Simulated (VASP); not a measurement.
# MgO in VASP: a series of runs

Runs on MgO. Level: PBE. Tasks: single point.

Everything below comes from runs of VASP 6.6.1. Logs are shortened: lines on timing, memory, paths and dates and some standing lists are left out, and cuts for length are marked.

### 1 The cell of the first run

The cell holds a slab with vacuum, 12 atoms: a = 3.008 Å, b = 3.008 Å, c = 25.635 Å, α = 90.00°, β = 90.00°, γ = 90.00°.

### 2 Single point, PBE

Input file INCAR:

```
PREC = Accurate
ENCUT = 520
EDIFF = 1E-7
ISMEAR = 0
SIGMA = 0.05
LREAL = False
LASPH = True
NELM = 100
ALGO = Normal
ISIF = 2
LWAVE = False
LCHARG = True
LDIPOL = True
IDIPOL = 3
DIPOL = 0.5 0.5 0.500
GGA = PE
LELF = True
LVHAR = True
LVACPOTAV = True
NBANDS = 36
```

Input file KPOINTS:

```
regular mesh
0
Gamma
  9 9 1
```

Input file POSCAR:

```
MgO
1.0
    3.0079232189      0.0000000000      0.0000000000
    0.0000000000      3.0079232189      0.0000000000
    0.0000000000      0.0000000000     25.6346145270
Mg O
6 6
Direct
    0.5000000000      0.5000000000      0.2925731531
    0.0000000000      0.0000000000      0.3755438918
    0.5000000000      0.5000000000      0.4585146306
    0.0000000000      0.0000000000      0.5414853694
    0.5000000000      0.5000000000      0.6244561082
    0.0000000000      0.0000000000      0.7074268469
    0.0000000000      0.0000000000      0.2925731531
    0.5000000000      0.5000000000      0.3755438918
    0.0000000000      0.0000000000      0.4585146306
    0.5000000000      0.5000000000      0.5414853694
    0.0000000000      0.0000000000      0.6244561082
    0.5000000000      0.5000000000      0.7074268469
```

Potentials or basis: VASP PAW PBE potentials, release 64 (Mg, O).

Command:

```bash
$ cat potpaw_PBE.64/Mg/POTCAR potpaw_PBE.64/O/POTCAR > POTCAR
$ mpirun -np 1 vasp_std > vasp.out
```

OUTCAR:

```text
PREC = Accurate
   ENCUT = 520
   EDIFF = 1E-7
   ISMEAR = 0
   LREAL = False
   LASPH = True
   NELM = 100
   ISIF = 2
   GGA = PE

 ion  position               nearest neighbor table
   1  0.500  0.500  0.293-   8 2.13   7 2.13   7 2.13   7 2.13   7 2.13   2 3.01   2 3.01   2 3.01
                             2 3.01
   2  0.000  0.000  0.376-   7 2.13   8 2.13   8 2.13   8 2.13   8 2.13   9 2.13   1 3.01   1 3.01
                             1 3.01   1 3.01   3 3.01   3 3.01   3 3.01   3 3.01
   3  0.500  0.500  0.459-   9 2.13   9 2.13   9 2.13   9 2.13  10 2.13   8 2.13   4 3.01   4 3.01
                             2 3.01   4 3.01   2 3.01   2 3.01   4 3.01   2 3.01
   4  0.000  0.000  0.541-  10 2.13  10 2.13  10 2.13  10 2.13  11 2.13   9 2.13   5 3.01   5 3.01
                             3 3.01   5 3.01   3 3.01   3 3.01   5 3.01   3 3.01
   5  0.500  0.500  0.624-  12 2.13  11 2.13  11 2.13  11 2.13  11 2.13  10 2.13   6 3.01   6 3.01
                             6 3.01   6 3.01   4 3.01   4 3.01   4 3.01   4 3.01
   6  0.000  0.000  0.707-  11 2.13  12 2.13  12 2.13  12 2.13  12 2.13   5 3.01   5 3.01   5 3.01
                             5 3.01
   7  0.000  0.000  0.293-   2 2.13   1 2.13   1 2.13   1 2.13   1 2.13
   8  0.500  0.500  0.376-   1 2.13   2 2.13   2 2.13   2 2.13   2 2.13   3 2.13
   9  0.000  0.000  0.459-   3 2.13   3 2.13   3 2.13   3 2.13   4 2.13   2 2.13
  10  0.500  0.500  0.541-   4 2.13   4 2.13   4 2.13   4 2.13   5 2.13   3 2.13
  11  0.000  0.000  0.624-   6 2.13   5 2.13   5 2.13   5 2.13   5 2.13   4 2.13
  12  0.500  0.500  0.707-   5 2.13   6 2.13   6 2.13   6 2.13   6 2.13

  LATTYP: Found a simple tetragonal cell.
 ALAT       =     3.0079232189
 C/A-ratio  =     8.5223633256

  Lattice vectors:

 A1 = (   3.0079232189,   0.0000000000,   0.0000000000)
 A2 = (   0.0000000000,   3.0079232189,   0.0000000000)
 A3 = (   0.0000000000,   0.0000000000,  25.6346145270)

Analysis of symmetry for initial positions (statically):
=====================================================================
 Subroutine PRICEL returns:
 Original cell was already a primitive cell.

 Routine SETGRP: Setting up the symmetry group for a
 simple tetragonal supercell.

 Subroutine GETGRP returns: Found 16 space group operations
 (whereof  8 operations were pure point group operations)
 out of a pool of 16 trial point group operations.

The static configuration has the point symmetry C_4v.
 The point group associated with its full space group is D_4h.

Analysis of symmetry for dynamics (positions and initial velocities):
=====================================================================
 Subroutine PRICEL returns:
 Original cell was already a primitive cell.

 Routine SETGRP: Setting up the symmetry group for a
 simple tetragonal supercell.

 Subroutine GETGRP returns: Found 16 space group operations
 (whereof  8 operations were pure point group operations)
 out of a pool of 16 trial point group operations.

The dynamic configuration has the point symmetry C_4v.
 The point group associated with its full space group is D_4h.

 Subroutine INISYM returns: Found 16 space group operations
 (whereof  8 operations are pure point group operations),
 and found     1 'primitive' translations

----------------------------------------------------------------------------------------

                                     Primitive cell

  volume of cell :     231.9318

  direct lattice vectors                    reciprocal lattice vectors
     3.007923219  0.000000000  0.000000000     0.332455295  0.000000000  0.000000000
     0.000000000  3.007923219  0.000000000     0.000000000  0.332455295  0.000000000
     0.000000000  0.000000000 25.634614527     0.000000000  0.000000000  0.039009754

  length of vectors
     3.007923219  3.007923219 25.634614527     0.332455295  0.332455295  0.039009754

  position of ions in fractional coordinates (direct lattice)
     0.500000000  0.500000000  0.292573153
     0.000000000  0.000000000  0.375543892
     0.500000000  0.500000000  0.458514631
     0.000000000  0.000000000  0.541485369
     0.500000000  0.500000000  0.624456108
     0.000000000  0.000000000  0.707426847
     0.000000000  0.000000000  0.292573153
     0.500000000  0.500000000  0.375543892
     0.000000000  0.000000000  0.458514631
     0.500000000  0.500000000  0.541485369
     0.000000000  0.000000000  0.624456108
     0.500000000  0.500000000  0.707426847

  ion indices of the primitive-cell ions
[... 42 lines left out ...]
  0.000000  0.000000  0.000000      1.000000
  0.111111  0.000000  0.000000      4.000000
  0.222222  0.000000  0.000000      4.000000
  0.333333  0.000000  0.000000      4.000000
  0.444444  0.000000  0.000000      4.000000
  0.111111  0.111111  0.000000      4.000000
  0.222222  0.111111  0.000000      8.000000
  0.333333  0.111111  0.000000      8.000000
  0.444444  0.111111  0.000000      8.000000
  0.222222  0.222222  0.000000      4.000000
  0.333333  0.222222  0.000000      8.000000
  0.444444  0.222222  0.000000      8.000000
  0.333333  0.333333  0.000000      4.000000
  0.444444  0.333333  0.000000      8.000000
  0.444444  0.444444  0.000000      4.000000
   k-points           NKPTS =     15   k-points in BZ     NKDIM =     15   number of bands    NBANDS=     36
   number of dos      NEDOS =    301   number of ions     NIONS =     12
   total plane-waves  NPLWV = 110592
   dimension x,y,z NGX =    24 NGY =   24 NGZ =  192
   dimension x,y,z NGXF=    48 NGYF=   48 NGZF=  384
   ions per type =               6   6
   NGX,Y,Z   is equivalent  to a cutoff of  13.26, 13.26, 12.45 a.u.
   NGXF,Y,Z  is equivalent  to a cutoff of  26.53, 26.53, 24.90 a.u.
 SYSTEM =  unknown system
   PREC   = accura    normal or accurate (medium, high low for compatibility)
   ISTART =      0    job   : 0-new  1-cont  2-samecut
   ICHARG =      2    charge: 1-file 2-atom 10-const
   ISPIN  =      1    spin polarized calculation?
   LNONCOLLINEAR =      F non collinear calculations
   LSORBIT =      F    spin-orbit coupling
   LASPH  =      T    aspherical Exc in radial PAW
   ENCUT  =  520.0 eV  38.22 Ry    6.18 a.u.   5.59  5.59 47.66*2*pi/ulx,y,z
   NELM   =    100;   NELMIN=  2; NELMDL= -5     # of ELM steps
   EDIFF  = 0.1E-06   stopping-criterion for ELM
   LREAL  =      F    real-space projection
   EDIFFG = 0.1E-05   stopping-criterion for IOM
   NSW    =      0    number of steps for IOM
   IBRION =     -1    ionic relax: 0-MD 1-quasi-New 2-CG
   NFREE  =      0    steps in history (QN), initial steepest desc. (CG)
   ISIF   =      2    stress and relaxation
   ISYM   =      2    0-nonsym 1-usesym 2-fastsym
   POTIM  = 0.5000    time-step for ionic-motion
   TEBEG  =    0.0;   TEEND  =   0.0 temperature during run
   PSTRESS=    0.0 pullay stress
   NELECT =      48.0000    total number of electrons
   NUPDOWN=      -1.0000    fix difference up-down
   EMIN   =  10.00;   EMAX   =-10.00  energy-range for DOS
   EFERMI =   0.00;   METHOD = LEGACY
   ISMEAR =     0;   SIGMA  =   0.05  broadening in eV -4-tet -1-fermi 0-gaus
   EFERMI_NEDOS =   21; number of points for ismear=-14 and -15
   IALGO  =     38    algorithm
   IMIX   =      4    mixing-type and parameters
     AMIX     =   0.40;   BMIX     =  1.00
     AMIX_MAG =   1.60;   BMIX_MAG =  1.00
  volume/ion in A,a.u.               =      19.33       130.43
  Fermi-wavevector in a.u.,A,eV,Ry     =   0.968356  1.829928 12.758371  0.937714
  Thomas-Fermi vector in A             =   2.098319
   LORBIT       =      0    0 simple, 1 ext, 2 COOP (PROOUT), +10 PAW based schemes
   GGA     = PE    functional components
   LHFCALC =     F    Hartree Fock is set to
   AEXX    =    0.0000 exact exchange contribution
   IVDW    =     0    specifies the selected vdW correction
   LEPSILON=     F    determine dielectric tensor
   LRPA    =     F    only Hartree local field effects (RPA)
 non-spin polarized calculation
 Gauss-broadening in eV      SIGMA  =   0.05
  energy-cutoff  :      520.00
  volume of cell :      231.93
 maximum number of plane-waves:      6287
 NGX is ok and might be reduce to    24
   NGX = 11   NGY = 11   NGZ = 95

 dipolmoment           0.000000      0.000000      0.000000 electrons x Angstroem

 number of electron      47.9999995 magnetization

 dipolmoment           0.000000      0.000000     -0.000000 electrons x Angstroem

 Free energy of the ion-electron system (eV)
  ---------------------------------------------------
  ext. energy  EPLUGINS =         0.00000000
  ---------------------------------------------------
  free energy    TOTEN  =       -70.42613568 eV

  energy without entropy =      -70.42613568  energy(sigma->0) =      -70.42613568

 E-fermi :  -0.6885     XC(G=0):  -6.0421

 val. band max:       -0.9319790105   @ k =   0.0000   0.0000   0.0000
 cond. band min:       2.3426067800   @ k =   0.0000   0.0000   0.0000
 fundamental gap:      3.2745857904
 Fermi energy:        -0.6885131115

 k-point     1 :       0.0000    0.0000    0.0000
  band No.  band energies     occupation
      1     -17.9116      2.00000
      2     -17.6694      2.00000
      3     -17.3293      2.00000
      4     -16.9709      2.00000
      5     -16.6911      2.00000
      6     -16.5622      2.00000
[... 574 lines left out ...]
     35       9.6999      0.00000
     36      10.0950      0.00000

------------------------ aborting loop because EDIFF is reached ----------------------------------------

  FORCE on cell =-STRESS in cart. coord.  units (eV):
  Direction    XX          YY          ZZ          XY          YZ          ZX
  --------------------------------------------------------------------------------------
  -------------------------------------------------------------------------------------
  Total       -4.3091752     -4.3091752     -0.4211963      0.0000000      0.0000000      0.0000000
  in kB      -29.7676430    -29.7676430     -2.9096104      0.0000000      0.0000000      0.0000000
  external PRESSURE =     -20.8149655 kB  Pullay stress =       0.0000000 kB

 VOLUME and BASIS-vectors are now :
 -----------------------------------------------------------------------------
  energy-cutoff  :      520.00
  volume of cell :      231.93
      direct lattice vectors                 reciprocal lattice vectors
     3.007923219  0.000000000  0.000000000     0.332455295  0.000000000  0.000000000
     0.000000000  3.007923219  0.000000000     0.000000000  0.332455295  0.000000000
     0.000000000  0.000000000 25.634614527     0.000000000  0.000000000  0.039009754

 POSITION                                       TOTAL-FORCE (eV/Angst)
 -----------------------------------------------------------------------------------
      1.50396      1.50396      7.50000        -0.000000     -0.000000      0.469580
      0.00000      0.00000      9.62692         0.000000     -0.000000      0.003219
      1.50396      1.50396     11.75385         0.000000     -0.000000     -0.000801
      0.00000      0.00000     13.88077         0.000000     -0.000000      0.000801
      1.50396      1.50396     16.00769         0.000000     -0.000000     -0.003219
      0.00000      0.00000     18.13461         0.000000     -0.000000     -0.469580
      0.00000      0.00000      7.50000         0.000000     -0.000000     -0.446504
      1.50396      1.50396      9.62692         0.000000      0.000000      0.005096
      0.00000      0.00000     11.75385         0.000000      0.000000      0.003217
      1.50396      1.50396     13.88077        -0.000000     -0.000000     -0.003217
      0.00000      0.00000     16.00769         0.000000     -0.000000     -0.005096
      1.50396      1.50396     18.13461         0.000000      0.000000      0.446504
 -----------------------------------------------------------------------------------
    total drift:                               -0.000000      0.000000      0.000000

  FREE ENERGIE OF THE ION-ELECTRON SYSTEM (eV)
  ---------------------------------------------------
  free  energy   TOTEN  =       -70.4261356772 eV

  energy  without entropy=      -70.4261356772  energy(sigma->0) =      -70.42613568

 vacuum level on the upper side and lower side of the slab         3.888         3.888
```

Run time: 2.3 min. Hardware: 1 thread of Intel Xeon 6975P-C (Granite Rapids), shared host; peak memory 0.36 GiB.

What came out:

```
Free energy            : -70.4261 eV
Largest force          : 0.470 eV/Å
Band gap on the k mesh : 3.27 eV
```

Forces on the atoms (eV/Å):
```
Mg   0.000  0.000  0.470
Mg   0.000  0.000  0.003
Mg   0.000  0.000 -0.001
Mg   0.000  0.000  0.001
Mg   0.000  0.000 -0.003
Mg   0.000  0.000 -0.470
O    0.000  0.000 -0.447
O    0.000  0.000  0.005
O    0.000  0.000  0.003
O    0.000  0.000 -0.003
O    0.000  0.000 -0.005
O    0.000  0.000  0.447
```

[end of part 1 of 2]
